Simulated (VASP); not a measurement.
Write the native input for VASP 6.6.1 that does the following.

| Quantity | Value |
| --- | --- |
| Task | single point |
| Functional | r2SCAN |
| Potentials or basis | VASP PAW PBE potentials, release 64 (Zr_sv, S) |
| Cutoff | 520 eV |
| k mesh | 16 × 16 × 16 |
| Occupations | gaussian, width 0.1 eV |
| Spin | no spin polarisation |
| Dipole correction | no |
| Further INCAR settings | ALGO = Normal; EDIFF = 1e-06; NBANDS = 16 |

The system is ZrS.

```xyz
2
Lattice="0.0000 2.6250 2.6250 2.6250 0.0000 2.6250 2.6250 2.6250 0.0000" Properties=species:S:1:pos:R:3 pbc="T T T"
Zr    0.0000    0.0000    0.0000
S     2.6250    2.6250    2.6250
```

One way to write it, as run:

POSCAR

```
ZrS
1.0
    0.0000000000      2.6250000000      2.6250000000
    2.6250000000      0.0000000000      2.6250000000
    2.6250000000      2.6250000000      0.0000000000
Zr S
1 1
Direct
    0.0000000000      0.0000000000      0.0000000000
    0.5000000000      0.5000000000      0.5000000000
```

INCAR.step1

```
SYSTEM = ZrS
  PREC = Accurate
  ENCUT = 520
  ISMEAR = 0
  SIGMA = 0.1
  LREAL = .FALSE.
  LASPH = .TRUE.
  NELM = 80
  NBANDS = 16
  GGA = PE
  ALGO = Normal
  EDIFF = 1E-4
  LWAVE = .TRUE.
  LCHARG = .FALSE.
```

INCAR.step2

```
SYSTEM = ZrS
  PREC = Accurate
  ENCUT = 520
  EDIFF = 1E-6
  ISMEAR = 0
  SIGMA = 0.1
  LREAL = .FALSE.
  LASPH = .TRUE.
  NELM = 80
  ALGO = Normal
  ISIF = 2
  LWAVE = .FALSE.
  LCHARG = .TRUE.
  METAGGA = R2SCAN
  LMIXTAU = .TRUE.
  LELF = .TRUE.
  LVHAR = .TRUE.
  NBANDS = 16
  ISTART = 1
```

KPOINTS

```
Automatic mesh
0
G
  16 16 16
  0 0 0
```

Potentials or basis: VASP PAW PBE potentials, release 64 (Zr_sv, S).

Launch:

```console
$ cat potpaw_PBE.64/Zr_sv/POTCAR potpaw_PBE.64/S/POTCAR > POTCAR
$ cp INCAR.step1 INCAR
$ mpirun -np 1 vasp_std > vasp.out
$ cp INCAR.step2 INCAR
$ mpirun -np 1 vasp_std > vasp.out
```

Results of the run:

```json
{
  "Pressure": "-2.0 GPa",
  "Band gap on the k mesh": "zero (band 9 reaches 12.43 eV, above the bottom of band 10 at 9.51 eV)"
}
```

Caveat: the PAW data sets were made with another functional, which shifts forces and pressure a little.

It took 3.5 min on 1 thread of Intel(R) Xeon(R) Platinum 8259CL CPU @ 2.50GHz (Skylake/Cascade Lake) (shared host), peak memory 0.22 GiB.
